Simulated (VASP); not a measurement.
# AgI (F-43m) in VASP: a series of runs

AgI is run at these levels: r2SCAN; tasks: single point.

Everything below comes from runs of VASP 6.6.1. Logs are shortened: lines on timing, memory, paths and dates and some standing lists are left out, and cuts for length are marked.

## Step 1: The cell of the first run

It takes space group F-43m (No. 216, cubic). The conventional cell has a = 6.577 Å, b = 6.577 Å, c = 6.577 Å, α = 90.00°, β = 90.00°, γ = 90.00°. Within 3.8 Å of Ag (site symmetry -43m) lie 4 I at 2.85 Å. I (site symmetry -43m) has 4 Ag at 2.85 Å within 3.8 Å.

## Step 2: Single point, r2SCAN

POSCAR reads:

```
AgI
1.0
    0.0000000000      3.2885749246      3.2885749246
    3.2885749246      0.0000000000      3.2885749246
    3.2885749246      3.2885749246      0.0000000000
Ag I
1 1
Direct
    0.0000000000      0.0000000000      0.0000000000
    0.2500000000      0.2500000000      0.2500000000
```

INCAR.step1 reads:

```
ALGO     = Normal         # electronic algorithm
EDIFF    = 1E-5           # SCF threshold, eV
ENCUT    = 550            # plane-wave cutoff, eV
GGA      = PE             # functional
GGA_COMPAT= F            
ISMEAR   = 1              # smearing method
LASPH    = T              # aspherical terms in the spheres
LCHARG   = F              # write CHGCAR
LREAL    = F              # projectors in reciprocal space
LWAVE    = T              # write WAVECAR
NBANDS   = 16             # bands
NELM     = 120            # most SCF steps
PREC     = Accurate       # precision mode
SIGMA    = 0.2            # smearing width, eV
```

INCAR.step2 reads:

```
ALGO     = Normal         # electronic algorithm
EDIFF    = 1E-6           # SCF threshold, eV
ENCUT    = 550            # plane-wave cutoff, eV
GGA_COMPAT= F            
ISIF     = 2              # what is computed and relaxed
ISMEAR   = 1              # smearing method
ISTART   = 1            
LASPH    = T              # aspherical terms in the spheres
LCHARG   = F              # write CHGCAR
LMIXTAU  = T            
LREAL    = F              # projectors in reciprocal space
LWAVE    = F              # write WAVECAR
METAGGA  = R2SCAN         # meta-GGA
NBANDS   = 16             # bands
NELM     = 120            # most SCF steps
PREC     = Accurate       # precision mode
SIGMA    = 0.2            # smearing width, eV
```

KPOINTS reads:

```
k-points
0
Gamma
  4 4 4
```

Potentials or basis: VASP PAW PBE potentials, release 64 (Ag, I).

Command:

```console
$ cat potpaw_PBE.64/Ag/POTCAR potpaw_PBE.64/I/POTCAR > POTCAR
$ cp INCAR.step1 INCAR
$ mpirun -np 1 vasp_std > vasp.out
$ cp INCAR.step2 INCAR
$ mpirun -np 1 vasp_std > vasp.out
```

OUTCAR:

```text
EDIFF = 1E-6
   ENCUT = 550
   ISIF = 2
   ISMEAR = 1
   ISTART = 1
   LASPH = T
   LREAL = F
   METAGGA = R2SCAN
   NELM = 120
   PREC = Accurate

 ion  position               nearest neighbor table
   1  0.000  0.000  0.000-   2 2.85   2 2.85   2 2.85   2 2.85
   2  0.250  0.250  0.250-   1 2.85   1 2.85   1 2.85   1 2.85

  LATTYP: Found a face centered cubic cell.
 ALAT       =     6.5771498492

  Lattice vectors:

 A1 = (   0.0000000000,   3.2885749246,   3.2885749246)
 A2 = (   3.2885749246,   0.0000000000,   3.2885749246)
 A3 = (   3.2885749246,   3.2885749246,   0.0000000000)

Analysis of symmetry for initial positions (statically):
=====================================================================
 Subroutine PRICEL returns:
 Original cell was already a primitive cell.

 Routine SETGRP: Setting up the symmetry group for a
 face centered cubic supercell.

 Subroutine GETGRP returns: Found 24 space group operations
 (whereof 24 operations were pure point group operations)
 out of a pool of 48 trial point group operations.

The static configuration has the point symmetry T_d .

Analysis of symmetry for dynamics (positions and initial velocities):
=====================================================================
 Subroutine PRICEL returns:
 Original cell was already a primitive cell.

 Routine SETGRP: Setting up the symmetry group for a
 face centered cubic supercell.

 Subroutine GETGRP returns: Found 24 space group operations
 (whereof 24 operations were pure point group operations)
 out of a pool of 48 trial point group operations.

The dynamic configuration has the point symmetry T_d .

 Subroutine INISYM returns: Found 24 space group operations
 (whereof 24 operations are pure point group operations),
 and found     1 'primitive' translations

----------------------------------------------------------------------------------------

                                     Primitive cell

  volume of cell :      71.1301

  direct lattice vectors                    reciprocal lattice vectors
     0.000000000  3.288574925  3.288574925    -0.152041541  0.152041541  0.152041541
     3.288574925  0.000000000  3.288574925     0.152041541 -0.152041541  0.152041541
     3.288574925  3.288574925  0.000000000     0.152041541  0.152041541 -0.152041541

  length of vectors
     4.650747259  4.650747259  4.650747259     0.263343674  0.263343674  0.263343674

  position of ions in fractional coordinates (direct lattice)
     0.000000000  0.000000000  0.000000000
     0.250000000  0.250000000  0.250000000

  ion indices of the primitive-cell ions
   primitive index   ion index
                 1           1
                 2           2

----------------------------------------------------------------------------------------

 KPOINTS: k-points

Automatic generation of k-mesh.
 Grid dimensions read from file:
 generate k-points for:    4    4    4

 Generating k-lattice:

  Cartesian coordinates                     Fractional coordinates (reciprocal lattice)
    -0.038010385  0.038010385  0.038010385     0.250000000  0.000000000  0.000000000
     0.038010385 -0.038010385  0.038010385     0.000000000  0.250000000  0.000000000
     0.038010385  0.038010385 -0.038010385     0.000000000  0.000000000  0.250000000

  Length of vectors
     0.065835919  0.065835919  0.065835919

  Shift w.r.t. Gamma in fractional coordinates (k-lattice)
     0.000000000  0.000000000  0.000000000

 Subroutine IBZKPT returns following result:
 ===========================================

 Found      8 irreducible k-points:

 Following reciprocal coordinates:
            Coordinates               Weight
  0.000000  0.000000  0.000000      1.000000
  0.250000  0.000000  0.000000      8.000000
  0.500000  0.000000  0.000000      4.000000
  0.250000  0.250000  0.000000      6.000000
  0.500000  0.250000  0.000000     24.000000
 -0.250000  0.250000  0.000000     12.000000
  0.500000  0.500000  0.000000      3.000000
 -0.250000  0.500000  0.250000      6.000000
   k-points           NKPTS =      8   k-points in BZ     NKDIM =      8   number of bands    NBANDS=     16
   number of dos      NEDOS =    301   number of ions     NIONS =      2
   total plane-waves  NPLWV =  46656
   dimension x,y,z NGX =    36 NGY =   36 NGZ =   36
   dimension x,y,z NGXF=    72 NGYF=   72 NGZF=   72
   ions per type =               1   1
   NGX,Y,Z   is equivalent  to a cutoff of  12.87, 12.87, 12.87 a.u.
   NGXF,Y,Z  is equivalent  to a cutoff of  25.74, 25.74, 25.74 a.u.
 SYSTEM =  unknown system
   PREC   = accura    normal or accurate (medium, high low for compatibility)
   ISTART =      1    job   : 0-new  1-cont  2-samecut
   ICHARG =      0    charge: 1-file 2-atom 10-const
   ISPIN  =      1    spin polarized calculation?
   LNONCOLLINEAR =      F non collinear calculations
   LSORBIT =      F    spin-orbit coupling
   LASPH  =      T    aspherical Exc in radial PAW
   ENCUT  =  550.0 eV  40.42 Ry    6.36 a.u.   8.89  8.89  8.89*2*pi/ulx,y,z
   NELM   =    120;   NELMIN=  2; NELMDL=  0     # of ELM steps
   EDIFF  = 0.1E-05   stopping-criterion for ELM
   LREAL  =      F    real-space projection
   EDIFFG = 0.1E-04   stopping-criterion for IOM
   NSW    =      0    number of steps for IOM
   IBRION =     -1    ionic relax: 0-MD 1-quasi-New 2-CG
   NFREE  =      0    steps in history (QN), initial steepest desc. (CG)
   ISIF   =      2    stress and relaxation
   ISYM   =      2    0-nonsym 1-usesym 2-fastsym
   POTIM  = 0.5000    time-step for ionic-motion
   TEBEG  =    0.0;   TEEND  =   0.0 temperature during run
   PSTRESS=    0.0 pullay stress
   NELECT =      18.0000    total number of electrons
   NUPDOWN=      -1.0000    fix difference up-down
   EMIN   =  10.00;   EMAX   =-10.00  energy-range for DOS
   EFERMI =   0.00;   METHOD = LEGACY
   ISMEAR =     1;   SIGMA  =   0.20  broadening in eV -4-tet -1-fermi 0-gaus
   EFERMI_NEDOS =   21; number of points for ismear=-14 and -15
   IALGO  =     38    algorithm
   IMIX   =      4    mixing-type and parameters
     AMIX     =   0.40;   BMIX     =  1.00
     AMIX_MAG =   1.60;   BMIX_MAG =  1.00
  volume/ion in A,a.u.               =      35.57       240.00
  Fermi-wavevector in a.u.,A,eV,Ry     =   1.035495  1.956801 14.588840  1.072250
  Thomas-Fermi vector in A             =   2.169841
   LORBIT       =      0    0 simple, 1 ext, 2 COOP (PROOUT), +10 PAW based schemes
   METAGGA = R2SCAN    functional components
   LHFCALC =     F    Hartree Fock is set to
   AEXX    =    0.0000 exact exchange contribution
   IVDW    =     0    specifies the selected vdW correction
   LEPSILON=     F    determine dielectric tensor
   LRPA    =     F    only Hartree local field effects (RPA)
 non-spin polarized calculation
 Methfessel and Paxton  Order N= 1 SIGMA  =   0.20
  energy-cutoff  :      550.00
  volume of cell :       71.13
 maximum number of plane-waves:      2120
   NGX = 17   NGY = 17   NGZ = 17

 number of electron      18.0000002 magnetization

 Free energy of the ion-electron system (eV)
  ---------------------------------------------------
  ext. energy  EPLUGINS =         0.00000000
  ---------------------------------------------------
  free energy    TOTEN  =       -46.51152213 eV

  energy without entropy =      -46.51224930  energy(sigma->0) =      -46.51176452

 E-fermi :   2.6267     XC(G=0):  -8.7569

 val. band max:        2.4628094260   @ k =   0.0000   0.0000   0.0000
 cond. band min:       4.2507233745   @ k =   0.0000   0.0000   0.0000
 fundamental gap:      1.7879139485
 Fermi energy:         2.6267155051

 k-point     1 :       0.0000    0.0000    0.0000
  band No.  band energies     occupation
      1     -10.5281      2.00000
      2      -1.6431      2.00000
      3      -1.6431      2.00000
      4      -1.6431      2.00000
      5      -0.4778      2.00000
      6      -0.4778      2.00000
[... 8 lines left out ...]
     15      12.9467      0.00000
     16      12.9467      0.00000

 k-point     2 :       0.2500    0.0000    0.0000
  band No.  band energies     occupation
      1     -10.3954      2.00000
      2      -1.6684      2.00000
      3      -1.5527      2.00000
      4      -1.5527      2.00000
      5      -0.4801      2.00000
      6      -0.4801      2.00000
[... 8 lines left out ...]
     15      12.1411      0.00000
     16      12.2221      0.00000

 k-point     3 :       0.5000    0.0000    0.0000
  band No.  band energies     occupation
      1     -10.2552      2.00000
      2      -1.5180      2.00000
      3      -1.4692      2.00000
      4      -1.4692      2.00000
      5      -0.4499      2.00000
      6      -0.4499      2.00000
[... 8 lines left out ...]
     15      13.8247      0.00000
     16      13.8247      0.00000

 k-point     4 :       0.2500    0.2500    0.0000
  band No.  band energies     occupation
      1     -10.3513      2.00000
      2      -1.7908      2.00000
      3      -1.4490      2.00000
      4      -1.4490      2.00000
      5      -0.5334      2.00000
      6      -0.4371      2.00000
[... 8 lines left out ...]
     15      13.2665      0.00000
     16      14.9736      0.00000

 k-point     5 :       0.5000    0.2500    0.0000
  band No.  band energies     occupation
      1     -10.2114      2.00000
      2      -1.6762      2.00000
      3      -1.3255      2.00000
      4      -1.2707      2.00000
      5      -0.4467      2.00000
      6      -0.4352      2.00000
[... 8 lines left out ...]
     15      13.9535      0.00000
     16      14.7183      0.00000

 k-point     6 :      -0.2500    0.2500    0.0000
  band No.  band energies     occupation
      1     -10.2578      2.00000
      2      -1.5265      2.00000
      3      -1.4748      2.00000
      4      -1.4377      2.00000
      5      -0.5027      2.00000
      6      -0.4545      2.00000
[... 8 lines left out ...]
     15      13.4276      0.00000
     16      14.7146      0.00000

 k-point     7 :       0.5000    0.5000    0.0000
  band No.  band energies     occupation
      1     -10.1654      2.00000
      2      -1.8816      2.00000
      3      -1.1416      2.00000
      4      -1.1416      2.00000
      5      -0.3960      2.00000
      6      -0.3663      2.00000
[... 8 lines left out ...]
     15      13.7259      0.00000
     16      14.7735      0.00000

 k-point     8 :      -0.2500    0.5000    0.2500
  band No.  band energies     occupation
      1     -10.1647      2.00000
      2      -1.5670      2.00000
      3      -1.3211      2.00000
      4      -1.1457      2.00000
      5      -0.5400      2.00000
      6      -0.2497      2.00000
[... 8 lines left out ...]
     15      14.5687      0.00000
     16      14.5971      0.00000

------------------------ aborting loop because EDIFF is reached ----------------------------------------

  FORCE on cell =-STRESS in cart. coord.  units (eV):
  Direction    XX          YY          ZZ          XY          YZ          ZX
  --------------------------------------------------------------------------------------
  -------------------------------------------------------------------------------------
  Total       -0.0012411     -0.0012411     -0.0012411     -0.0000000      0.0000000     -0.0000000
  in kB       -0.0279559     -0.0279559     -0.0279559     -0.0000000      0.0000000     -0.0000000
  external PRESSURE =      -0.0279559 kB  Pullay stress =       0.0000000 kB

 VOLUME and BASIS-vectors are now :
 -----------------------------------------------------------------------------
  energy-cutoff  :      550.00
  volume of cell :       71.13
      direct lattice vectors                 reciprocal lattice vectors
     0.000000000  3.288574925  3.288574925    -0.152041541  0.152041541  0.152041541
     3.288574925  0.000000000  3.288574925     0.152041541 -0.152041541  0.152041541
     3.288574925  3.288574925  0.000000000     0.152041541  0.152041541 -0.152041541

 POSITION                                       TOTAL-FORCE (eV/Angst)
 -----------------------------------------------------------------------------------
      0.00000      0.00000      0.00000         0.000000      0.000000      0.000000
      1.64429      1.64429      1.64429        -0.000000     -0.000000     -0.000000
 -----------------------------------------------------------------------------------
    total drift:                               -0.000000     -0.000000     -0.000000

  FREE ENERGIE OF THE ION-ELECTRON SYSTEM (eV)
  ---------------------------------------------------
  free  energy   TOTEN  =       -46.5115221334 eV

  energy  without entropy=      -46.5122492967  energy(sigma->0) =      -46.51176452
```

It took 2.2 min on 1 thread of Intel Xeon 8259CL, shared host; peak memory 0.23 GiB.

What came out:

```
Free energy            : -46.5115 eV
Pressure               : 0.0 GPa
Band gap on the k mesh : 1.79 eV, direct
```

Levels at points of the mesh, in eV from the valence-band top:
```tsv
k point	band 5	band 6	band 7	band 8	band 9	band 10	band 11	band 12	band 13	band 14
(0.00, 0.00, 0.00)	-2.94	-2.94	0.00	0.00	0.00	1.79	6.30	6.30	6.30	9.32
(0.50, 0.00, 0.00)	-2.91	-2.91	-2.81	-0.68	-0.68	3.22	6.71	6.71	7.45	9.60
(0.50, 0.50, 0.00)	-2.86	-2.83	-2.46	-1.70	-1.70	3.98	4.23	8.85	10.18	10.18
```

Caveat: the PAW data sets were made with another functional, which shifts forces and pressure a little; spin-orbit coupling is left out, which moves the levels of the heavy elements. r2SCAN opens gaps a little over a GGA but as a rule still falls short of measured ones.

## Step 3: Single point, r2SCAN

POSCAR is that of step 2.

INCAR.step1 reads:

```
  PREC = Accurate
  ENCUT = 550
  ISMEAR = 1
  SIGMA = 0.001
  LREAL = F
  LASPH = T
  NELM = 120
  NBANDS = 16
  GGA = PE
  ALGO = Normal
  EDIFF = 1E-5
  LWAVE = T
  LCHARG = F
  GGA_COMPAT = F
```

INCAR.step2 reads:

```
  PREC = Accurate
  ENCUT = 550
  EDIFF = 1E-6
  ISMEAR = 1
  SIGMA = 0.001
  LREAL = F
  LASPH = T
  NELM = 120
  ALGO = Normal
  ISIF = 2
  LWAVE = F
  LCHARG = F
  METAGGA = R2SCAN
  LMIXTAU = T
  NBANDS = 16
  ISTART = 1
  GGA_COMPAT = F
```

KPOINTS reads:

```
Automatic mesh
0
Gamma
  4 4 4
```

Potentials or basis: VASP PAW PBE potentials, release 64 (Ag, I).

Command:

```console
$ cat potpaw_PBE.64/Ag/POTCAR potpaw_PBE.64/I/POTCAR > POTCAR
$ cp INCAR.step1 INCAR
$ mpirun -np 1 vasp_std > vasp.out
$ cp INCAR.step2 INCAR
$ mpirun -np 1 vasp_std > vasp.out
```

OUTCAR:

```text
PREC = Accurate
   ENCUT = 550
   EDIFF = 1E-6
   ISMEAR = 1
   LREAL = F
   LASPH = T
   NELM = 120
   ISIF = 2
   METAGGA = R2SCAN
   ISTART = 1

 ion  position               nearest neighbor table
   1  0.000  0.000  0.000-   2 2.85   2 2.85   2 2.85   2 2.85
   2  0.250  0.250  0.250-   1 2.85   1 2.85   1 2.85   1 2.85

  LATTYP: Found a face centered cubic cell.
 ALAT       =     6.5771498492

  Lattice vectors:
[... 318 lines left out ...]
     15      14.5687      0.00000
     16      14.5971      0.00000

------------------------ aborting loop because EDIFF is reached ----------------------------------------

  FORCE on cell =-STRESS in cart. coord.  units (eV):
  Direction    XX          YY          ZZ          XY          YZ          ZX
  --------------------------------------------------------------------------------------
  -------------------------------------------------------------------------------------
  Total       -0.0009020     -0.0009020     -0.0009020     -0.0000000      0.0000000     -0.0000000
  in kB       -0.0203172     -0.0203172     -0.0203172     -0.0000000      0.0000000     -0.0000000
  external PRESSURE =      -0.0203172 kB  Pullay stress =       0.0000000 kB

 VOLUME and BASIS-vectors are now :
 -----------------------------------------------------------------------------
  energy-cutoff  :      550.00
  volume of cell :       71.13
      direct lattice vectors                 reciprocal lattice vectors
     0.000000000  3.288574925  3.288574925    -0.152041541  0.152041541  0.152041541
     3.288574925  0.000000000  3.288574925     0.152041541 -0.152041541  0.152041541
     3.288574925  3.288574925  0.000000000     0.152041541  0.152041541 -0.152041541

 POSITION                                       TOTAL-FORCE (eV/Angst)
 -----------------------------------------------------------------------------------
      0.00000      0.00000      0.00000         0.000000      0.000000      0.000000
      1.64429      1.64429      1.64429        -0.000000     -0.000000     -0.000000
 -----------------------------------------------------------------------------------
    total drift:                               -0.000000     -0.000000     -0.000000

  FREE ENERGIE OF THE ION-ELECTRON SYSTEM (eV)
  ---------------------------------------------------
  free  energy   TOTEN  =       -46.5120839052 eV

  energy  without entropy=      -46.5120839052  energy(sigma->0) =      -46.51208391
```

Wall time 2.2 min (1 thread of Intel Xeon 8259CL, shared host); peak memory 0.22 GiB.

What came out:

```
Free energy            : -46.5121 eV
Pressure               : 0.0 GPa
Band gap on the k mesh : 1.79 eV, direct
```

Caveat: the PAW data sets were made with another functional, which shifts forces and pressure a little; spin-orbit coupling is left out, which moves the levels of the heavy elements. r2SCAN opens gaps a little over a GGA but as a rule still falls short of measured ones.

(Continued in part 2 of 2.)
